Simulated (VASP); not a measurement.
Crystal: SrVO3.

```
CELL_PARAMETERS angstrom
3.84090 0.00000 0.00000
0.00000 3.84090 0.00000
0.00000 0.00000 3.84090
ATOMIC_POSITIONS crystal
Sr 0.50000 0.50000 0.50000
V 0.00000 0.00000 0.00000
O 0.00000 0.00000 0.50000
O 0.00000 0.50000 0.00000
O 0.50000 0.00000 0.00000
```

```yaml
Program: VASP 6.6.1
Task: relaxation of cell and atoms
Functional: r2SCAN
Potentials_or_basis: VASP PAW PBE potentials, release 64 (Sr_sv, V_sv, O)
Cutoff: 600 eV
k_mesh: 7 × 7 × 7
Occupations: fermi-dirac, width 0.05 eV
Spin: collinear spin, ferromagnetic start
Starting_moments: "[0.0, 2.0, 0.0, 0.0, 0.0] μB"
Hubbard_terms: V d U = 4.5 eV
```

At the start: pressure 5.7 GPa; volume 11.33 Å³/atom.

Problem. How do energy, volume and symmetry change on relaxing?

Solution. Over 3 steps the energy falls by 5.9 meV/atom and the volume is 11.67 Å³/atom (+3.0 %); space group Pm-3m (No. 221, to 0.1 Å) before and after; moment 1.00 μB per cell.

Step by step:
```tsv
step	energy change (eV)	largest force (eV/Å)	pressure (GPa)	volume (Å³)
1	0.0000	0.0000	5.72	56.66
2	-0.0034	0.0000	-4.86	60.04
3	-0.0294	0.0000	-0.04	58.37
```

Final structure:
```
Sr V O
1.0
     3.87907    0.00000    0.00000
     0.00000    3.87907    0.00000
     0.00000    0.00000    3.87907
Sr V O
1 1 3
Direct
  0.50000 0.50000 0.50000
  0.00000 0.00000 0.00000
  0.00000 0.00000 0.50000
  0.00000 0.50000 0.00000
  0.50000 0.00000 0.00000
```

Caveat: the PAW data sets were made with another functional, which shifts forces and pressure a little.
